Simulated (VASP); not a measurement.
# BAsI6 (Fm-3m) in VASP: single point with PBEsol

Aim: the single point of BAsI6 with PBEsol.

Program: VASP 6.6.1. These are calculated values, not measurements. Logs are shortened: lines on timing, memory, paths and dates and some standing lists are left out, and cuts for length are marked.

**1. The cell of the first run**

Symmetry: Fm-3m, No. 225, cubic system. Conventional cell: a = 10.736 Å, b = 10.736 Å, c = 10.736 Å, α = 90.00°, β = 90.00°, γ = 90.00°. Within 3.4 Å of B (site symmetry m-3m) lie 6 I at 2.55 Å. Within 3.7 Å of As (site symmetry m-3m) lie 6 I at 2.82 Å. I (site symmetry 4mm) has 1 B at 2.55 Å and 1 As at 2.82 Å within 3.4 Å.

**2. Single point, PBEsol**

INCAR

```
SYSTEM = BAsI6
  PREC = Accurate
  ENCUT = 520
  EDIFF = 1E-6
  ISMEAR = -1
  SIGMA = 0.03
  LREAL = .FALSE.
  LASPH = .TRUE.
  NELM = 100
  ALGO = Normal
  ISIF = 2
  LWAVE = .FALSE.
  LCHARG = .TRUE.
  GGA = PS
  LELF = .TRUE.
  LVHAR = .TRUE.
  NBANDS = 35
```

KPOINTS

```
Automatic mesh
0
G
  4 4 4
  0 0 0
```

POSCAR

```
BAsI6
1.0
    0.0000000000      5.3681512843      5.3681512843
    5.3681512843      0.0000000000      5.3681512843
    5.3681512843      5.3681512843      0.0000000000
B As I
1 1 6
Direct
    0.5000000000      0.5000000000      0.5000000000
    0.0000000000      0.0000000000      0.0000000000
    0.7374514568      0.2625485432      0.2625485432
    0.2625485432      0.7374514568      0.7374514568
    0.2625485432      0.7374514568      0.2625485432
    0.7374514568      0.2625485432      0.7374514568
    0.2625485432      0.2625485432      0.7374514568
    0.7374514568      0.7374514568      0.2625485432
```

Potentials or basis: VASP PAW PBE potentials, release 64 (B, As, I).

On the command line:

```bash
> cat potpaw_PBE.64/B/POTCAR potpaw_PBE.64/As/POTCAR potpaw_PBE.64/I/POTCAR > POTCAR
> mpirun -np 1 vasp_std > vasp.out
```

OUTCAR:

```text
SYSTEM = BAsI6
   PREC = Accurate
   ENCUT = 520
   EDIFF = 1E-6
   ISMEAR = -1
   LREAL = .FALSE.
   LASPH = .TRUE.
   NELM = 100
   ISIF = 2
   GGA = PS

 ion  position               nearest neighbor table
   1  0.500  0.500  0.500-   3 2.55   4 2.55   5 2.55   6 2.55   7 2.55   8 2.55
   2  0.000  0.000  0.000-   3 2.82   4 2.82   5 2.82   6 2.82   7 2.82   8 2.82
   3  0.737  0.263  0.263-   1 2.55   2 2.82
   4  0.263  0.737  0.737-   1 2.55   2 2.82
   5  0.263  0.737  0.263-   1 2.55   2 2.82
   6  0.737  0.263  0.737-   1 2.55   2 2.82
   7  0.263  0.263  0.737-   1 2.55   2 2.82
   8  0.737  0.737  0.263-   1 2.55   2 2.82

  LATTYP: Found a face centered cubic cell.
 ALAT       =    10.7363025686

  Lattice vectors:

 A1 = (   0.0000000000,   5.3681512843,   5.3681512843)
 A2 = (   5.3681512843,   0.0000000000,   5.3681512843)
 A3 = (   5.3681512843,   5.3681512843,   0.0000000000)

Analysis of symmetry for initial positions (statically):
=====================================================================
 Subroutine PRICEL returns:
 Original cell was already a primitive cell.

 Routine SETGRP: Setting up the symmetry group for a
 face centered cubic supercell.

 Subroutine GETGRP returns: Found 48 space group operations
 (whereof 48 operations were pure point group operations)
 out of a pool of 48 trial point group operations.

The static configuration has the point symmetry O_h .

Analysis of symmetry for dynamics (positions and initial velocities):
=====================================================================
 Subroutine PRICEL returns:
 Original cell was already a primitive cell.

 Routine SETGRP: Setting up the symmetry group for a
 face centered cubic supercell.

 Subroutine GETGRP returns: Found 48 space group operations
 (whereof 48 operations were pure point group operations)
 out of a pool of 48 trial point group operations.

The dynamic configuration has the point symmetry O_h .

 Subroutine INISYM returns: Found 48 space group operations
 (whereof 48 operations are pure point group operations),
 and found     1 'primitive' translations

----------------------------------------------------------------------------------------

                                     Primitive cell

  volume of cell :     309.3885

  direct lattice vectors                    reciprocal lattice vectors
     0.000000000  5.368151284  5.368151284    -0.093141935  0.093141935  0.093141935
     5.368151284  0.000000000  5.368151284     0.093141935 -0.093141935  0.093141935
     5.368151284  5.368151284  0.000000000     0.093141935  0.093141935 -0.093141935

  length of vectors
     7.591712351  7.591712351  7.591712351     0.161326564  0.161326564  0.161326564

  position of ions in fractional coordinates (direct lattice)
     0.500000000  0.500000000  0.500000000
     0.000000000  0.000000000  0.000000000
     0.737451457  0.262548543  0.262548543
     0.262548543  0.737451457  0.737451457
     0.262548543  0.737451457  0.262548543
     0.737451457  0.262548543  0.737451457
     0.262548543  0.262548543  0.737451457
     0.737451457  0.737451457  0.262548543

  ion indices of the primitive-cell ions
   primitive index   ion index
                 1           1
                 2           2
                 3           3
                 4           4
                 5           5
                 6           6
                 7           7
                 8           8

----------------------------------------------------------------------------------------

 KPOINTS: Automatic mesh

Automatic generation of k-mesh.
 Grid dimensions read from file:
 generate k-points for:    4    4    4

 Generating k-lattice:

  Cartesian coordinates                     Fractional coordinates (reciprocal lattice)
    -0.023285484  0.023285484  0.023285484     0.250000000  0.000000000  0.000000000
     0.023285484 -0.023285484  0.023285484     0.000000000  0.250000000  0.000000000
     0.023285484  0.023285484 -0.023285484     0.000000000  0.000000000  0.250000000

  Length of vectors
     0.040331641  0.040331641  0.040331641

  Shift w.r.t. Gamma in fractional coordinates (k-lattice)
     0.000000000  0.000000000  0.000000000

 Subroutine IBZKPT returns following result:
 ===========================================

 Found      8 irreducible k-points:

 Following reciprocal coordinates:
            Coordinates               Weight
  0.000000  0.000000  0.000000      1.000000
  0.250000  0.000000  0.000000      8.000000
  0.500000  0.000000  0.000000      4.000000
  0.250000  0.250000  0.000000      6.000000
  0.500000  0.250000  0.000000     24.000000
 -0.250000  0.250000  0.000000     12.000000
  0.500000  0.500000  0.000000      3.000000
 -0.250000  0.500000  0.250000      6.000000
   k-points           NKPTS =      8   k-points in BZ     NKDIM =      8   number of bands    NBANDS=     35
   number of dos      NEDOS =    301   number of ions     NIONS =      8
   total plane-waves  NPLWV = 175616
   dimension x,y,z NGX =    56 NGY =   56 NGZ =   56
   dimension x,y,z NGXF=   112 NGYF=  112 NGZF=  112
   ions per type =               1   1   6
   NGX,Y,Z   is equivalent  to a cutoff of  12.26, 12.26, 12.26 a.u.
   NGXF,Y,Z  is equivalent  to a cutoff of  24.53, 24.53, 24.53 a.u.
 SYSTEM =  BAsI6
   PREC   = accura    normal or accurate (medium, high low for compatibility)
   ISTART =      0    job   : 0-new  1-cont  2-samecut
   ICHARG =      2    charge: 1-file 2-atom 10-const
   ISPIN  =      1    spin polarized calculation?
   LNONCOLLINEAR =      F non collinear calculations
   LSORBIT =      F    spin-orbit coupling
   LASPH  =      T    aspherical Exc in radial PAW
   ENCUT  =  520.0 eV  38.22 Ry    6.18 a.u.  14.12 14.12 14.12*2*pi/ulx,y,z
   NELM   =    100;   NELMIN=  2; NELMDL= -5     # of ELM steps
   EDIFF  = 0.1E-05   stopping-criterion for ELM
   LREAL  =      F    real-space projection
   EDIFFG = 0.1E-04   stopping-criterion for IOM
   NSW    =      0    number of steps for IOM
   IBRION =     -1    ionic relax: 0-MD 1-quasi-New 2-CG
   NFREE  =      0    steps in history (QN), initial steepest desc. (CG)
   ISIF   =      2    stress and relaxation
   ISYM   =      2    0-nonsym 1-usesym 2-fastsym
   POTIM  = 0.5000    time-step for ionic-motion
   TEBEG  =    0.0;   TEEND  =   0.0 temperature during run
   PSTRESS=    0.0 pullay stress
   NELECT =      50.0000    total number of electrons
   NUPDOWN=      -1.0000    fix difference up-down
   EMIN   =  10.00;   EMAX   =-10.00  energy-range for DOS
   EFERMI =   0.00;   METHOD = LEGACY
   ISMEAR =    -1;   SIGMA  =   0.03  broadening in eV -4-tet -1-fermi 0-gaus
   EFERMI_NEDOS =   21; number of points for ismear=-14 and -15
   IALGO  =     38    algorithm
   IMIX   =      4    mixing-type and parameters
     AMIX     =   0.40;   BMIX     =  1.00
     AMIX_MAG =   1.60;   BMIX_MAG =  1.00
  volume/ion in A,a.u.               =      38.67       260.98
  Fermi-wavevector in a.u.,A,eV,Ry     =   0.891723  1.685113 10.818949  0.795170
  Thomas-Fermi vector in A             =   2.013580
   LORBIT       =      0    0 simple, 1 ext, 2 COOP (PROOUT), +10 PAW based schemes
   GGA     = PS    functional components
   LHFCALC =     F    Hartree Fock is set to
   AEXX    =    0.0000 exact exchange contribution
   IVDW    =     0    specifies the selected vdW correction
   LEPSILON=     F    determine dielectric tensor
   LRPA    =     F    only Hartree local field effects (RPA)
 non-spin polarized calculation
  energy-cutoff  :      520.00
  volume of cell :      309.39
 maximum number of plane-waves:      8372
   NGX = 29   NGY = 29   NGZ = 29

 number of electron      50.0000002 magnetization

 Free energy of the ion-electron system (eV)
  ---------------------------------------------------
  ext. energy  EPLUGINS =         0.00000000
  ---------------------------------------------------
  free energy    TOTEN  =       -19.60150150 eV

  energy without entropy =      -19.57123937  energy(sigma->0) =      -19.58637043

 E-fermi :   2.0635     XC(G=0):  -7.8347

 val. band max:        2.0424985401   @ k =   0.2500   0.0000   0.0000
 cond. band min:       2.0644026964   @ k =   0.5000   0.2500   0.0000
 fundamental gap:      0.0219041562
 Fermi energy:         2.0635337359

 k-point     1 :       0.0000    0.0000    0.0000
  band No.  band energies     occupation
      1     -11.7345      2.00000
      2     -10.1918      2.00000
      3     -10.1918      2.00000
      4     -10.1918      2.00000
      5      -9.5720      2.00000
      6      -9.5720      2.00000
[... 27 lines left out ...]
     34       7.3733      0.00000
     35       8.0343      0.00000

 k-point     2 :       0.2500    0.0000    0.0000
  band No.  band energies     occupation
      1     -11.5951      2.00000
      2     -10.5937      2.00000
      3     -10.1237      2.00000
      4     -10.1237      2.00000
      5      -9.6713      2.00000
      6      -9.6713      2.00000
[... 27 lines left out ...]
     34       7.5323      0.00000
     35       7.9099      0.00000

 k-point     3 :       0.5000    0.0000    0.0000
  band No.  band energies     occupation
      1     -11.2558      2.00000
      2     -11.1153      2.00000
      3     -10.0005      2.00000
      4     -10.0005      2.00000
      5      -9.8250      2.00000
      6      -9.8250      2.00000
[... 27 lines left out ...]
     34       8.0149      0.00000
     35       8.1441      0.00000

 k-point     4 :       0.2500    0.2500    0.0000
  band No.  band energies     occupation
      1     -11.5599      2.00000
      2     -10.5051      2.00000
      3     -10.2044      2.00000
      4     -10.2044      2.00000
      5      -9.8614      2.00000
      6      -9.5656      2.00000
[... 27 lines left out ...]
     34       7.9880      0.00000
     35       7.9883      0.00000

 k-point     5 :       0.5000    0.2500    0.0000
  band No.  band energies     occupation
      1     -11.2975      2.00000
      2     -10.9308      2.00000
      3     -10.1401      2.00000
      4     -10.1257      2.00000
      5      -9.9874      2.00000
      6      -9.6610      2.00000
[... 27 lines left out ...]
     34       8.0981      0.00000
     35       8.3850      0.00000

 k-point     6 :      -0.2500    0.2500    0.0000
  band No.  band energies     occupation
      1     -11.3816      2.00000
      2     -10.8788      2.00000
      3     -10.2171      2.00000
      4     -10.0010      2.00000
      5      -9.8244      2.00000
      6      -9.7461      2.00000
[... 27 lines left out ...]
     34       7.9671      0.00000
     35       8.6178      0.00000

 k-point     7 :       0.5000    0.5000    0.0000
  band No.  band energies     occupation
      1     -11.3020      2.00000
      2     -10.7124      2.00000
      3     -10.2425      2.00000
      4     -10.2169      2.00000
      5     -10.2169      2.00000
      6      -9.5592      2.00000
[... 27 lines left out ...]
     34       8.0477      0.00000
     35       8.7377      0.00000

 k-point     8 :      -0.2500    0.5000    0.2500
  band No.  band energies     occupation
      1     -11.1517      2.00000
      2     -11.0304      2.00000
      3     -10.2297      2.00000
      4     -10.2297      2.00000
      5      -9.8553      2.00000
      6      -9.7312      2.00000
[... 27 lines left out ...]
     34       8.6688      0.00000
     35       8.9113      0.00000

------------------------ aborting loop because EDIFF is reached ----------------------------------------

  FORCE on cell =-STRESS in cart. coord.  units (eV):
  Direction    XX          YY          ZZ          XY          YZ          ZX
  --------------------------------------------------------------------------------------
  -------------------------------------------------------------------------------------
  Total        0.0401749      0.0401749      0.0401749     -0.0000000      0.0000000      0.0000000
  in kB        0.2080468      0.2080468      0.2080468     -0.0000000      0.0000000      0.0000000
  external PRESSURE =       0.2080468 kB  Pullay stress =       0.0000000 kB

 VOLUME and BASIS-vectors are now :
 -----------------------------------------------------------------------------
  energy-cutoff  :      520.00
  volume of cell :      309.39
      direct lattice vectors                 reciprocal lattice vectors
     0.000000000  5.368151284  5.368151284    -0.093141935  0.093141935  0.093141935
     5.368151284  0.000000000  5.368151284     0.093141935 -0.093141935  0.093141935
     5.368151284  5.368151284  0.000000000     0.093141935  0.093141935 -0.093141935

 POSITION                                       TOTAL-FORCE (eV/Angst)
 -----------------------------------------------------------------------------------
      5.36815      5.36815      5.36815         0.000000      0.000000      0.000000
      0.00000      0.00000      0.00000         0.000000      0.000000      0.000000
      2.81880      5.36815      5.36815         0.006033      0.000000      0.000000
      7.91750      5.36815      5.36815        -0.006033      0.000000      0.000000
      5.36815      2.81880      5.36815         0.000000      0.006033      0.000000
      5.36815      7.91750      5.36815         0.000000     -0.006033      0.000000
      5.36815      5.36815      2.81880         0.000000      0.000000      0.006033
      5.36815      5.36815      7.91750         0.000000      0.000000     -0.006033
 -----------------------------------------------------------------------------------
    total drift:                               -0.000000     -0.000000     -0.000000

  FREE ENERGIE OF THE ION-ELECTRON SYSTEM (eV)
  ---------------------------------------------------
  free  energy   TOTEN  =       -19.6015014959 eV

  energy  without entropy=      -19.5712393712  energy(sigma->0) =      -19.58637043
```

Run time: 1.8 min. Hardware: 1 thread of Intel Xeon Platinum 8488C (Sapphire Rapids), shared host; peak memory 0.47 GiB.

What came out:

- Free energy: -19.6015 eV
- Pressure: 0.0 GPa
- Largest force: 0.006 eV/Å
- Band gap on the k mesh: zero (band 25 reaches 2.33 eV, above the bottom of band 26 at 1.78 eV)

Forces in eV/Å, atoms in the order of the input:
```
B    0.000  0.000  0.000
As   0.000  0.000  0.000
I    0.006  0.000  0.000
I   -0.006  0.000  0.000
I    0.000  0.006  0.000
I    0.000 -0.006  0.000
I    0.000  0.000  0.006
I    0.000  0.000 -0.006
```

Levels at points of the mesh, in eV from the Fermi level:
| k point | band 21 | band 22 | band 23 | band 24 | band 25 | band 26 | band 27 | band 28 | band 29 | band 30 |
| --- | --- | --- | --- | --- | --- | --- | --- | --- | --- | --- |
| (0.00, 0.00, 0.00) | -0.79 | -0.79 | 0.27 | 0.27 | 0.27 | 0.29 | 0.29 | 0.29 | 1.84 | 4.54 |
| (0.50, 0.00, 0.00) | -0.60 | -0.52 | -0.52 | -0.28 | -0.28 | -0.28 | 3.05 | 3.05 | 3.98 | 3.98 |
| (0.50, 0.50, 0.00) | -1.13 | -0.86 | -0.86 | -0.46 | 0.25 | 0.76 | 0.76 | 1.00 | 1.29 | 5.54 |

Caveat: the PAW data sets were made with another functional, which shifts forces and pressure a little; spin-orbit coupling is left out, which moves the levels of the heavy elements.
